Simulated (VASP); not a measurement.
# Mo (P-1) in VASP: single point with PBE

Aim: the single point of Mo with PBE.

All numbers are computed with VASP 6.6.1; they aren't measurements. Logs are shortened: lines on timing, memory, paths and dates and some standing lists are left out, and cuts for length are marked.

### 1 The cell of the first run

The typed cell holds 1 atom: a = 2.825 Å, b = 2.722 Å, c = 2.538 Å, α = 89.36°, β = 92.00°, γ = 122.00°.

### 2 Single point, PBE

Contents of INCAR:

```
SYSTEM = Mo
PREC     = Accurate       ! precision mode
ENCUT    = 520            ! plane-wave cutoff, eV
EDIFF    = 1E-6           ! SCF threshold, eV
ISMEAR   = 0              ! smearing method
SIGMA    = 0.05           ! smearing width, eV
LREAL    = .False.        ! projectors in reciprocal space
LASPH    = .True.         ! aspherical terms in the spheres
NELM     = 60             ! most SCF steps
ALGO     = Fast           ! electronic algorithm
ISIF     = 2              ! what is computed and relaxed
LWAVE    = .False.        ! write WAVECAR
LCHARG   = .True.         ! write CHGCAR
GGA      = PE             ! functional
LELF     = .True.         ! ELF
LVHAR    = .True.       
NBANDS   = 13             ! bands
```

Contents of KPOINTS:

```
regular mesh
0
Gamma
  18 19 17
  0 0 0
```

Contents of POSCAR:

```
Mo
1.0
    2.8244807000     -0.0180516400     -0.0483609000
   -1.4278735300      2.3175461800      0.0145522700
   -0.0451728600     -0.0103847700      2.5373308300
Mo
1
Direct
    0.0000000000      0.0000000000      0.5000000000
```

Potentials or basis: VASP PAW PBE potentials, release 64 (Mo_sv).

Launch:

```bash
cat potpaw_PBE.64/Mo_sv/POTCAR > POTCAR
mpirun -np 1 vasp_std > vasp.out
```

OUTCAR:

```text
SYSTEM = Mo
   PREC = Accurate
   ENCUT = 520
   EDIFF = 1E-6
   ISMEAR = 0
   LREAL = .False.
   LASPH = .True.
   NELM = 60
   ISIF = 2
   GGA = PE

 ion  position               nearest neighbor table
   1  0.000  0.000  0.500-

  LATTYP: Found a triclinic cell.
 ALAT       =     2.8249523647
 B/A-ratio  =     0.9636061948
 C/A-ratio  =     0.8983352041
 COS(alpha) =     0.0111980975
 COS(beta)  =     0.0348875442
 COS(gamma) =     0.5299847481

  Lattice vectors:

 A1 = (   2.8244807000,  -0.0180516400,  -0.0483609000)
 A2 = (   1.4278735300,  -2.3175461800,  -0.0145522700)
 A3 = (   0.0451728600,   0.0103847700,  -2.5373308300)

Analysis of symmetry for initial positions (statically):
=====================================================================
 Subroutine PRICEL returns:
 Original cell was already a primitive cell.

 Routine SETGRP: Setting up the symmetry group for a
 triclinic supercell.

 Subroutine GETGRP returns: Found  2 space group operations
 (whereof  2 operations were pure point group operations)
 out of a pool of  2 trial point group operations.

The static configuration has the point symmetry S_2 .

Analysis of symmetry for dynamics (positions and initial velocities):
=====================================================================
 Subroutine PRICEL returns:
 Original cell was already a primitive cell.

 Routine SETGRP: Setting up the symmetry group for a
 triclinic supercell.

 Subroutine GETGRP returns: Found  2 space group operations
 (whereof  2 operations were pure point group operations)
 out of a pool of  2 trial point group operations.

The dynamic configuration has the point symmetry S_2 .

 Subroutine INISYM returns: Found  2 space group operations
 (whereof  2 operations are pure point group operations),
 and found     1 'primitive' translations

----------------------------------------------------------------------------------------

                                     Primitive cell

  volume of cell :      16.5383

  direct lattice vectors                    reciprocal lattice vectors
     2.824480700 -0.018051640 -0.048360900     0.355570951  0.219026998  0.007226768
    -1.427873530  2.317546180  0.014552270     0.002799880  0.433204463  0.001822863
    -0.045172860 -0.010384770  2.537330830     0.006761037  0.001690057  0.394242231

  length of vectors
     2.824952365  2.722141599  2.537754159     0.417679008  0.433217346  0.394303822

  position of ions in fractional coordinates (direct lattice)
     0.000000000  0.000000000  0.500000000

  ion indices of the primitive-cell ions
   primitive index   ion index
                 1           1

----------------------------------------------------------------------------------------

 KPOINTS: regular mesh

Automatic generation of k-mesh.
 Grid dimensions read from file:
 generate k-points for:   18   19   17

 Generating k-lattice:

  Cartesian coordinates                     Fractional coordinates (reciprocal lattice)
     0.019753942  0.012168167  0.000401487     0.055555556  0.000000000  0.000000000
     0.000147362  0.022800235  0.000095940    -0.000000000  0.052631579  0.000000000
     0.000397708  0.000099415  0.023190719    -0.000000000  0.000000000  0.058823529

  Length of vectors
     0.023204389  0.022800913  0.023194342

  Shift w.r.t. Gamma in fractional coordinates (k-lattice)
     0.000000000  0.000000000  0.000000000

 Subroutine IBZKPT returns following result:
 ===========================================

 Found   2908 irreducible k-points:

 Following reciprocal coordinates:
            Coordinates               Weight
  0.000000  0.000000  0.000000      1.000000
  0.055556  0.000000  0.000000      2.000000
  0.111111  0.000000  0.000000      2.000000
  0.166667  0.000000  0.000000      2.000000
  0.222222  0.000000  0.000000      2.000000
  0.277778  0.000000  0.000000      2.000000
[... 16 lines left out ...]
 -0.333333  0.052632 -0.000000      2.000000
 -0.277778  0.052632 -0.000000      2.000000
 [... further k-points ...]
   k-points           NKPTS =   2908   k-points in BZ     NKDIM =   2908   number of bands    NBANDS=     13
   number of dos      NEDOS =    301   number of ions     NIONS =      1
   total plane-waves  NPLWV =   9600
   dimension x,y,z NGX =    24 NGY =   20 NGZ =   20
   dimension x,y,z NGXF=    48 NGYF=   40 NGZF=   40
   ions per type =               1
   NGX,Y,Z   is equivalent  to a cutoff of  14.12, 12.21, 13.10 a.u.
   NGXF,Y,Z  is equivalent  to a cutoff of  28.25, 24.43, 26.20 a.u.
 SYSTEM =  Mo
   PREC   = accura    normal or accurate (medium, high low for compatibility)
   ISTART =      0    job   : 0-new  1-cont  2-samecut
   ICHARG =      2    charge: 1-file 2-atom 10-const
   ISPIN  =      1    spin polarized calculation?
   LNONCOLLINEAR =      F non collinear calculations
   LSORBIT =      F    spin-orbit coupling
   LASPH  =      T    aspherical Exc in radial PAW
   ENCUT  =  520.0 eV  38.22 Ry    6.18 a.u.   5.25  5.06  4.72*2*pi/ulx,y,z
   NELM   =     60;   NELMIN=  2; NELMDL= -5     # of ELM steps
   EDIFF  = 0.1E-05   stopping-criterion for ELM
   LREAL  =      F    real-space projection
   EDIFFG = 0.1E-04   stopping-criterion for IOM
   NSW    =      0    number of steps for IOM
   IBRION =     -1    ionic relax: 0-MD 1-quasi-New 2-CG
   NFREE  =      0    steps in history (QN), initial steepest desc. (CG)
   ISIF   =      2    stress and relaxation
   ISYM   =      2    0-nonsym 1-usesym 2-fastsym
   POTIM  = 0.5000    time-step for ionic-motion
   TEBEG  =    0.0;   TEEND  =   0.0 temperature during run
   PSTRESS=    0.0 pullay stress
   NELECT =      14.0000    total number of electrons
   NUPDOWN=      -1.0000    fix difference up-down
   EMIN   =  10.00;   EMAX   =-10.00  energy-range for DOS
   EFERMI =   0.00;   METHOD = LEGACY
   ISMEAR =     0;   SIGMA  =   0.05  broadening in eV -4-tet -1-fermi 0-gaus
   EFERMI_NEDOS =   21; number of points for ismear=-14 and -15
   IALGO  =     68    algorithm
   IMIX   =      4    mixing-type and parameters
     AMIX     =   0.40;   BMIX     =  1.00
     AMIX_MAG =   1.60;   BMIX_MAG =  1.00
  volume/ion in A,a.u.               =      16.54       111.61
  Fermi-wavevector in a.u.,A,eV,Ry     =   1.548653  2.926529 32.631197  2.398325
  Thomas-Fermi vector in A             =   2.653572
   LORBIT       =      0    0 simple, 1 ext, 2 COOP (PROOUT), +10 PAW based schemes
   GGA     = PE    functional components
   LHFCALC =     F    Hartree Fock is set to
   AEXX    =    0.0000 exact exchange contribution
   IVDW    =     0    specifies the selected vdW correction
   LEPSILON=     F    determine dielectric tensor
   LRPA    =     F    only Hartree local field effects (RPA)
 non-spin polarized calculation
 RMM-DIIS sequential band-by-band and
 Gauss-broadening in eV      SIGMA  =   0.05
  energy-cutoff  :      520.00
  volume of cell :       16.54
 maximum number of plane-waves:       463
 NGX is ok and might be reduce to    24
   NGX = 11   NGY = 11   NGZ =  9

 number of electron      13.9999999 magnetization

 Free energy of the ion-electron system (eV)
  ---------------------------------------------------
  ext. energy  EPLUGINS =         0.00000000
  ---------------------------------------------------
  free energy    TOTEN  =       -10.06655710 eV

  energy without entropy =      -10.06547804  energy(sigma->0) =      -10.06601757

 E-fermi :  11.6044     XC(G=0): -12.9811

 val. band max:       11.6043095850   @ k =  -0.3889  -0.3158   0.3529
 cond. band min:      11.6053984470   @ k =   0.1111   0.3684   0.2941
 fundamental gap:      0.0010888620
 Fermi energy:        11.6044402183

 k-point     1 :       0.0000    0.0000    0.0000
  band No.  band energies     occupation
      1     -49.4665      2.00000
      2     -22.8300      2.00000
      3     -22.7070      2.00000
      4     -22.6158      2.00000
      5       4.8085      2.00000
      6       7.2519      2.00000
      7      10.0229      2.00000
      8      11.3117      2.00000
      9      15.6101      0.00000
     10      15.8339      0.00000
     11      24.5343      0.00000
     12      27.5980      0.00000
     13      31.5845      0.00000

 k-point     2 :       0.0556    0.0000    0.0000
  band No.  band energies     occupation
      1     -49.4602      2.00000
      2     -22.8564      2.00000
      3     -22.7316      2.00000
      4     -22.6124      2.00000
      5       4.9276      2.00000
      6       7.3009      2.00000
      7      10.0066      2.00000
      8      11.3219      2.00000
      9      15.5231      0.00000
     10      15.7762      0.00000
     11      24.7962      0.00000
     12      27.8305      0.00000
     13      31.0805      0.00000

 k-point     3 :       0.1111    0.0000    0.0000
  band No.  band energies     occupation
      1     -49.4420      2.00000
      2     -22.9548      2.00000
      3     -22.7801      2.00000
      4     -22.6010      2.00000
      5       5.2659      2.00000
      6       7.4425      2.00000
      7       9.9005      2.00000
      8      11.4555      1.99997
      9      15.2177      0.00000
     10      15.6867      0.00000
     11      25.4986      0.00000
     12      28.4706      0.00000
     13      29.8804      0.00000

 k-point     4 :       0.1667    0.0000    0.0000
  band No.  band energies     occupation
      1     -49.4140      2.00000
      2     -23.1305      2.00000
      3     -22.8273      2.00000
      4     -22.5825      2.00000
      5       5.7632      2.00000
      6       7.6499      2.00000
      7       9.7020      2.00000
      8      11.8401      0.00000
      9      14.7530      0.00000
     10      15.5969      0.00000
     11      26.2588      0.00000
     12      28.6177      0.00000
     13      29.5361      0.00000

 k-point     5 :       0.2222    0.0000    0.0000
  band No.  band energies     occupation
      1     -49.3794      2.00000
      2     -23.3516      2.00000
      3     -22.8749      2.00000
      4     -22.5593      2.00000
      5       6.3113      2.00000
      6       7.8309      2.00000
      7       9.6355      2.00000
      8      12.4583      0.00000
      9      14.2345      0.00000
     10      15.4999      0.00000
     11      25.8849      0.00000
     12      28.7076      0.00000
     13      29.5044      0.00000
[... 257 lines left out ...]
 k-point    22 :      -0.3889    0.0526   -0.0000
  band No.  band energies     occupation
      1     -49.2923      2.00000
      2     -23.8646      2.00000
      3     -23.0175      2.00000
      4     -22.5008      2.00000
      5       6.9998      2.00000
      6       8.0390      2.00000
      7      11.0211      2.00000
      8      13.1830      0.00000
      9      14.6633      0.00000
     10      15.1921      0.00000
     11      22.8664      0.00000
     12      26.2153      0.00000
     13      29.5298      0.00000

 k-point    23 :      -0.3333    0.0526   -0.0000
  band No.  band energies     occupation
      1     -49.3249      2.00000
      2     -23.6693      2.00000
      3     -22.9760      2.00000
      4     -22.5227      2.00000
      5       6.9601      2.00000
      6       7.9214      2.00000
      7      10.1902      2.00000
      8      13.5494      0.00000
      9      13.8512      0.00000
     10      15.2754      0.00000
     11      24.0207      0.00000
     12      27.0850      0.00000
     13      30.0091      0.00000

 k-point    24 :      -0.2778    0.0526   -0.0000
  band No.  band energies     occupation
      1     -49.3613      2.00000
      2     -23.4496      2.00000
      3     -22.9240      2.00000
      4     -22.5472      2.00000
      5       6.6242      2.00000
      6       7.9136      2.00000
      7       9.5957      2.00000
      8      13.0540      0.00000
      9      14.0104      0.00000
     10      15.3831      0.00000
     11      25.3082      0.00000
     12      27.6970      0.00000
     13      30.0872      0.00000

 [... further k-points ...]

------------------------ aborting loop because EDIFF is reached ----------------------------------------

  FORCE on cell =-STRESS in cart. coord.  units (eV):
  Direction    XX          YY          ZZ          XY          YZ          ZX
  --------------------------------------------------------------------------------------
  -------------------------------------------------------------------------------------
  Total        0.7648146      0.3991181      0.2030514     -0.0059943     -0.0968395     -0.3451279
  in kB       74.0928592     38.6653238     19.6709925     -0.5807093     -9.3815068    -33.4349184
  external PRESSURE =      44.1430585 kB  Pullay stress =       0.0000000 kB

 VOLUME and BASIS-vectors are now :
 -----------------------------------------------------------------------------
  energy-cutoff  :      520.00
  volume of cell :       16.54
      direct lattice vectors                 reciprocal lattice vectors
     2.824480700 -0.018051640 -0.048360900     0.355570951  0.219026998  0.007226768
    -1.427873530  2.317546180  0.014552270     0.002799880  0.433204463  0.001822863
    -0.045172860 -0.010384770  2.537330830     0.006761037  0.001690057  0.394242231

 POSITION                                       TOTAL-FORCE (eV/Angst)
 -----------------------------------------------------------------------------------
     -0.02259     -0.00519      1.26867         0.000000      0.000000      0.000000
 -----------------------------------------------------------------------------------
    total drift:                                0.000000      0.000000     -0.000000

  FREE ENERGIE OF THE ION-ELECTRON SYSTEM (eV)
  ---------------------------------------------------
  free  energy   TOTEN  =       -10.0665571015 eV

  energy  without entropy=      -10.0654780443  energy(sigma->0) =      -10.06601757
```

Run time: 2.3 min. Hardware: 1 thread of Intel Xeon 6975P-C (Granite Rapids), shared host; peak memory 0.64 GiB.

What came out:

| Item | Value |
| --- | --- |
| Free energy | -10.0666 eV |
| Pressure | 4.4 GPa |
| Band gap on the k mesh | zero (band 7 reaches 12.68 eV, above the bottom of band 8 at 10.81 eV) |

Stress tensor (GPa, compression positive):
```
 7.41 -0.06 -3.34
-0.06  3.87 -0.94
-3.34 -0.94  1.97
```

Levels at points of the mesh, in eV from the Fermi level:
```csv
k point,band 4,band 5,band 6,band 7,band 8,band 9,band 10,band 11
"(0.00, 0.00, 0.00)",-34.22,-6.80,-4.35,-1.58,-0.29,4.01,4.23,12.93
"(0.50, 0.00, 0.00)",-34.08,-4.90,-3.26,0.88,1.12,3.57,4.13,9.98
```
